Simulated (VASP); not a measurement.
Set up this calculation in VASP 6.6.1, as the native input.

```
Task                   : single point
Functional             : r2SCAN
Potentials or basis    : VASP PAW PBE potentials, release 64 (Ti_sv, Al)
Cutoff                 : 520 eV
k mesh                 : 8 × 8 × 8
Occupations            : gaussian, width 0.1 eV
Spin                   : no spin polarisation
Dipole correction      : no
Further INCAR settings : ALGO = Normal; EDIFF = 1e-07; NBANDS = 31
```

The system is TiAl3.

```xyz
8
Lattice="-3.9557 3.9557 0.0000 0.0000 3.9557 -3.9557 -3.9557 0.0000 -3.9557" Properties=species:S:1:pos:R:3 pbc="T T T"
Ti   -3.9557    3.9557   -3.9557
Ti    0.0000    0.0000    0.0000
Al   -1.9778    1.9778    0.0000
Al   -1.9778    1.9778   -3.9557
Al   -1.9778    3.9557   -1.9778
Al   -1.9778    0.0000   -1.9778
Al    0.0000    1.9778   -1.9778
Al   -3.9557    1.9778   -1.9778
```

These files were run (other wordings do the same):

POSCAR

```
TiAl3
1.0
   -3.9556712500      3.9556712500      0.0000000000
    0.0000000000      3.9556712500     -3.9556712500
   -3.9556712500      0.0000000000     -3.9556712500
Ti Al
2 6
Direct
    0.5000000000      0.5000000000      0.5000000000
    0.0000000000      0.0000000000      0.0000000000
    0.5000000000      0.0000000000      0.0000000000
    0.0000000000      0.5000000000      0.5000000000
    0.5000000000      0.5000000000      0.0000000000
    0.0000000000      0.0000000000      0.5000000000
    0.0000000000      0.5000000000      0.0000000000
    0.5000000000      0.0000000000      0.5000000000
```

INCAR.step1

```
PREC = Accurate
ENCUT = 520
ISMEAR = 0
SIGMA = 0.1
LREAL = False
LASPH = True
NELM = 100
NBANDS = 31
GGA = PE
ALGO = Normal
EDIFF = 1E-4
LWAVE = True
LCHARG = False
```

INCAR.step2

```
PREC = Accurate
ENCUT = 520
EDIFF = 1E-7
ISMEAR = 0
SIGMA = 0.1
LREAL = False
LASPH = True
NELM = 100
ALGO = Normal
ISIF = 2
LWAVE = False
LCHARG = True
METAGGA = R2SCAN
LMIXTAU = True
LELF = True
LVHAR = True
NBANDS = 31
ISTART = 1
```

KPOINTS

```
Automatic mesh
0
Gamma
  8 8 8
```

Potentials or basis: VASP PAW PBE potentials, release 64 (Ti_sv, Al).

Launch:

```sh
$ cat potpaw_PBE.64/Ti_sv/POTCAR potpaw_PBE.64/Al/POTCAR > POTCAR
$ cp INCAR.step1 INCAR
$ mpirun -np 1 vasp_std > vasp.out
$ cp INCAR.step2 INCAR
$ mpirun -np 1 vasp_std > vasp.out
```

It gave:

```
Pressure               : -0.1 GPa
Band gap on the k mesh : zero (band 21 reaches 9.80 eV, above the bottom of band 22 at 8.78 eV)
```

Caveat: the PAW data sets were made with another functional, which shifts forces and pressure a little.

Run time: 4.3 min on 1 thread of Intel(R) Xeon(R) 6975P-C (Granite Rapids), on a shared host, peak memory 0.33 GiB.
